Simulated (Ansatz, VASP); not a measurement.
## Nb in VASP and in Ansatz

Contents of INCAR:

```
PREC = Accurate
ENCUT = 600
EDIFF = 1E-6
ISMEAR = -1
SIGMA = 0.1
LREAL = False
LASPH = True
NELM = 80
ALGO = Normal
ISIF = 3
LWAVE = False
LCHARG = False
GGA = PS
IBRION = 2
NSW = 60
EDIFFG = -0.005
```

KPOINTS

```
Automatic mesh
0
Gamma
  18 18 18
```

File POSCAR:

```
Nb
1.0
   -1.6503519298      1.6503519298      1.6503519298
    1.6503519298     -1.6503519298      1.6503519298
    1.6503519298      1.6503519298     -1.6503519298
Nb
1
Direct
    0.0000000000      0.0000000000      0.0000000000
```

Input for Ansatz:

```yaml
crystal:
  lattice:
    - [-1.6503519298, 1.6503519298, 1.6503519298]
    - [1.6503519298, -1.6503519298, 1.6503519298]
    - [1.6503519298, 1.6503519298, -1.6503519298]
  atoms:
    - { symbol: Nb, position: [0.0, 0.0, 0.0] }
kpoints:
  mp_grid: { grid: [18, 18, 18] }
scf:
  occupations: { method: fermi_dirac, width: 0.1 }
hamiltonian:
  xc: pbesol
  pseudopotentials: { kind: paw }
output:
  forces: true
  stress: true
  write_density: true
  write_potential: true
  elf: true
  volumetric_format: npy
relax:
  f_tol: 0.005
  max_steps: 40
  cell: {}
```

Alike in both runs: task relaxation of cell and atoms; functional PBEsol; k mesh 18 × 18 × 18; occupations fermi-dirac, width 0.1 eV; no spin polarisation.

```csv
,VASP,Ansatz
version,VASP 6.6.1,Ansatz 0.2.0
potentials or method,"VASP PAW PBE potentials, release 64 (Nb_sv)","PAW with Ansatz's default frozen-core files, scalar-relativistic"
plane-wave cutoff (eV),600,420
valence electrons in the cell,13,13
```

```csv
,VASP,Ansatz,Ansatz less VASP
relaxed volume (Å³/atom),17.51,17.54,+0.026
relaxed length of the cell vector where the two differ most in proportion (Å),2.834,2.835,+0.0014
```

VASP's potentials were made for PBE, not for PBEsol.
